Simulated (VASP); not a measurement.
# VSi2 (P6_422) in VASP: a series of runs, part 2 of 2

VASP 6.6.1. The steps go on from the part before.

## (3) Single point, PBEsol (12.07 Å³/atom)

This run uses another cell than the first one, of 12.07 Å³/atom.

The input, INCAR:

```
PREC = Accurate
ENCUT = 520
EDIFF = 1E-6
ISMEAR = 0
SIGMA = 0.1
LREAL = False
LASPH = True
NELM = 60
ALGO = Normal
ISIF = 2
LWAVE = False
LCHARG = False
GGA = PS
NBANDS = 42
```

The input, KPOINTS:

```
Automatic mesh
0
Gamma
  12 12 6
```

The input, POSCAR:

```
VSi2
1.0
    4.4726328944      0.0000000000      0.0000000000
   -2.2363164472      3.8734137084      0.0000000000
    0.0000000000      0.0000000000      6.2686365852
V Si
3 6
Direct
    0.5000000000      0.0000000000      0.0000000000
    0.5000000000      0.5000000000      0.6666666667
    0.0000000000      0.5000000000      0.3333333333
    0.1633977317      0.3267954635      0.0000000000
    0.8366022683      0.1633977317      0.6666666667
    0.6732045365      0.8366022683      0.3333333333
    0.8366022683      0.6732045365      0.0000000000
    0.1633977317      0.8366022683      0.6666666667
    0.3267954635      0.1633977317      0.3333333333
```

Potentials or basis: VASP PAW PBE potentials, release 64 (V_sv, Si).

Command:

```
> cat potpaw_PBE.64/V_sv/POTCAR potpaw_PBE.64/Si/POTCAR > POTCAR
> mpirun -np 1 vasp_std > vasp.out
```

OUTCAR:

```text
PREC = Accurate
   ENCUT = 520
   EDIFF = 1E-6
   ISMEAR = 0
   LREAL = False
   LASPH = True
   NELM = 60
   ISIF = 2
   GGA = PS

 ion  position               nearest neighbor table
   1  0.500  0.000  0.000-   6 2.46   9 2.46   8 2.46   5 2.46   4 2.57   7 2.57   7 2.57   4 2.57
                             4 2.61   7 2.61
   2  0.500  0.500  0.667-   4 2.46   7 2.46   6 2.46   9 2.46   8 2.57   5 2.57   8 2.57   5 2.57
                             8 2.61   5 2.61
   3  0.000  0.500  0.333-   4 2.46   7 2.46   5 2.46   8 2.46   9 2.57   6 2.57   9 2.57   6 2.57
                             6 2.61   9 2.61
   4  0.163  0.327  0.000-   5 2.44   9 2.44   3 2.46   2 2.46   7 2.53   1 2.57   1 2.57   1 2.61
                             7 2.61   7 2.61   8 3.03   6 3.03   6 3.09   8 3.09
   5  0.837  0.163  0.667-   4 2.44   6 2.44   1 2.46   3 2.46   8 2.53   2 2.57   2 2.57   2 2.61
                             8 2.61   8 2.61   7 3.03   9 3.03   7 3.09   9 3.09
   6  0.673  0.837  0.333-   7 2.44   5 2.44   1 2.46   2 2.46   9 2.53   3 2.57   3 2.57   3 2.61
                             9 2.61   9 2.61   4 3.03   8 3.03   4 3.09   8 3.09
   7  0.837  0.673  0.000-   8 2.44   6 2.44   3 2.46   2 2.46   4 2.53   1 2.57   1 2.57   1 2.61
                             4 2.61   4 2.61   5 3.03   9 3.03   5 3.09   9 3.09
   8  0.163  0.837  0.667-   7 2.44   9 2.44   1 2.46   3 2.46   5 2.53   2 2.57   2 2.57   2 2.61
                             5 2.61   5 2.61   4 3.03   6 3.03   4 3.09   6 3.09
   9  0.327  0.163  0.333-   4 2.44   8 2.44   1 2.46   2 2.46   6 2.53   3 2.57   3 2.57   3 2.61
                             6 2.61   6 2.61   7 3.03   5 3.03   7 3.09   5 3.09

  LATTYP: Found a hexagonal cell.
 ALAT       =     4.4726328944
 C/A-ratio  =     1.4015540138

  Lattice vectors:

 A1 = (   4.4726328944,   0.0000000000,   0.0000000000)
 A2 = (  -2.2363164472,   3.8734137084,   0.0000000000)
 A3 = (   0.0000000000,   0.0000000000,   6.2686365852)

Analysis of symmetry for initial positions (statically):
=====================================================================
 Subroutine PRICEL returns:
 Original cell was already a primitive cell.

 Routine SETGRP: Setting up the symmetry group for a
 hexagonal supercell.
[... 165 lines left out ...]
   LRPA    =     F    only Hartree local field effects (RPA)
 non-spin polarized calculation
 Gauss-broadening in eV      SIGMA  =   0.10
  energy-cutoff  :      520.00
  volume of cell :      108.60
 maximum number of plane-waves:      2957
 NGX is ok and might be reduce to    36
   NGX = 17   NGY = 17   NGZ = 23

 number of electron      63.0000011 magnetization

 Free energy of the ion-electron system (eV)
  ---------------------------------------------------
  ext. energy  EPLUGINS =         0.00000000
  ---------------------------------------------------
  free energy    TOTEN  =       -68.65858857 eV

  energy without entropy =      -68.62657385  energy(sigma->0) =      -68.64258121

 E-fermi :  11.9180     XC(G=0): -12.5357

 val. band max:       11.9154960570   @ k =   0.3333   0.3333   0.3333
 cond. band min:      11.9190363569   @ k =   0.2500   0.0833   0.0000
 fundamental gap:      0.0035402999
 Fermi energy:        11.9180481154

 k-point     1 :       0.0000    0.0000    0.0000
  band No.  band energies     occupation
      1     -51.6776      2.00000
      2     -51.6574      2.00000
      3     -51.6574      2.00000
      4     -25.7900      2.00000
      5     -25.7900      2.00000
      6     -25.7552      2.00000
[... 1069 lines left out ...]
     41      15.4089      0.00000
     42      15.6576      0.00000

 [... further k-points ...]

------------------------ aborting loop because EDIFF is reached ----------------------------------------

  FORCE on cell =-STRESS in cart. coord.  units (eV):
  Direction    XX          YY          ZZ          XY          YZ          ZX
  --------------------------------------------------------------------------------------
  -------------------------------------------------------------------------------------
  Total        4.3030582      4.3030582      4.3432732      0.0000000      0.0000000      0.0000000
  in kB       63.4830185     63.4830185     64.0763105      0.0000000      0.0000000      0.0000000
  external PRESSURE =      63.6807825 kB  Pullay stress =       0.0000000 kB

 VOLUME and BASIS-vectors are now :
 -----------------------------------------------------------------------------
  energy-cutoff  :      520.00
  volume of cell :      108.60
      direct lattice vectors                 reciprocal lattice vectors
     4.472632894  0.000000000  0.000000000     0.223581954  0.129085101  0.000000000
    -2.236316447  3.873413708  0.000000000     0.000000000  0.258170202  0.000000000
     0.000000000  0.000000000  6.268636585     0.000000000  0.000000000  0.159524322

 POSITION                                       TOTAL-FORCE (eV/Angst)
 -----------------------------------------------------------------------------------
      2.23632      0.00000      0.00000        -0.000000     -0.000000     -0.000000
      1.11816      1.93671      4.17909        -0.000000     -0.000000      0.000000
     -1.11816      1.93671      2.08955        -0.000000     -0.000000      0.000000
     -0.00000      1.26581      0.00000        -0.000000      0.002405     -0.000000
      3.37641      0.63291      4.17909        -0.002083      0.001202     -0.000000
      1.14009      3.24051      2.08955        -0.002083     -0.001202     -0.000000
      2.23632      2.60760      0.00000        -0.000000     -0.002405     -0.000000
     -1.14009      3.24051      4.17909         0.002083     -0.001202     -0.000000
      1.09623      0.63291      2.08955         0.002083      0.001202     -0.000000
 -----------------------------------------------------------------------------------
    total drift:                               -0.000000      0.000000     -0.000001

  FREE ENERGIE OF THE ION-ELECTRON SYSTEM (eV)
  ---------------------------------------------------
  free  energy   TOTEN  =       -68.6585885671 eV

  energy  without entropy=      -68.6265738470  energy(sigma->0) =      -68.64258121
```

OSZICAR:

```text
N       E                     dE             d eps       ncg     rms          rms(c)
DAV:   1     0.694512764912E+03    0.69451E+03   -0.33022E+04  6888   0.150E+03
DAV:   2    -0.247637825732E+02   -0.71928E+03   -0.69592E+03  6410   0.463E+02
DAV:   3    -0.748082481915E+02   -0.50044E+02   -0.48035E+02  8318   0.115E+02
DAV:   4    -0.760454911571E+02   -0.12372E+01   -0.12275E+01  8000   0.176E+01
DAV:   5    -0.760669799926E+02   -0.21489E-01   -0.21460E-01  7976   0.260E+00    0.463E+01
DAV:   6    -0.736465585324E+02    0.24204E+01   -0.11079E+02  8528   0.615E+01    0.201E+01
DAV:   7    -0.696947869797E+02    0.39518E+01   -0.61561E+01  8372   0.499E+01    0.181E+01
DAV:   8    -0.686483499714E+02    0.10464E+01   -0.57298E+00  7980   0.153E+01    0.128E+00
DAV:   9    -0.686601322503E+02   -0.11782E-01   -0.16355E-01  8278   0.190E+00    0.912E-01
DAV:  10    -0.686588268376E+02    0.13054E-02   -0.32790E-03  7402   0.309E-01    0.425E-01
DAV:  11    -0.686586350522E+02    0.19179E-03   -0.39630E-04  9006   0.118E-01    0.582E-02
DAV:  12    -0.686585927540E+02    0.42298E-04   -0.26085E-04  8702   0.913E-02    0.309E-02
DAV:  13    -0.686585891198E+02    0.36342E-05   -0.13383E-05  7302   0.226E-02    0.534E-03
DAV:  14    -0.686585885671E+02    0.55267E-06   -0.79479E-07  4968   0.532E-03
   1 F= -.68658589E+02 E0= -.68642581E+02  d E =-.320147E-01
```

stdout:

```text
POSCAR found type information on POSCAR V Si
 POSCAR found :  2 types and       9 ions
 scaLAPACK will be used
 -----------------------------------------------------------------------------
|                                                                             |
|                                                                             |
|     You enforced a specific xc type in the INCAR file but a different       |
|     I HOPE YOU KNOW WHAT YOU ARE DOING!                                     |
|                                                                             |
 -----------------------------------------------------------------------------

 LDA part: xc-table for (Slater+PW92), standard interpolation
 POSCAR, INCAR and KPOINTS ok, starting setup
 FFT: planning ... GRIDC
 FFT: planning ... GRID_SOFT
 FFT: planning ... GRID
 WAVECAR not read
 entering main loop
```

Run time: 2.7 min. Hardware: 1 thread of Intel Xeon 6975P-C (Granite Rapids), shared host; peak memory 0.39 GiB.

Results:

| Property | Result |
| --- | --- |
| Free energy | -68.6586 eV |
| Pressure | 6.4 GPa |
| Band gap on the k mesh | zero (an odd number of electrons rules out a gap without spin polarisation) |

Forces on the atoms (eV/Å):
```
V    0.000  0.000  0.000
V    0.000  0.000  0.000
V    0.000  0.000  0.000
Si   0.000  0.002  0.000
Si  -0.002  0.001  0.000
Si  -0.002 -0.001  0.000
Si   0.000 -0.002  0.000
Si   0.002 -0.001  0.000
Si   0.002  0.001  0.000
```

Caveat: the cell stands under pressure; the PAW data sets were made with another functional, which shifts forces and pressure a little.
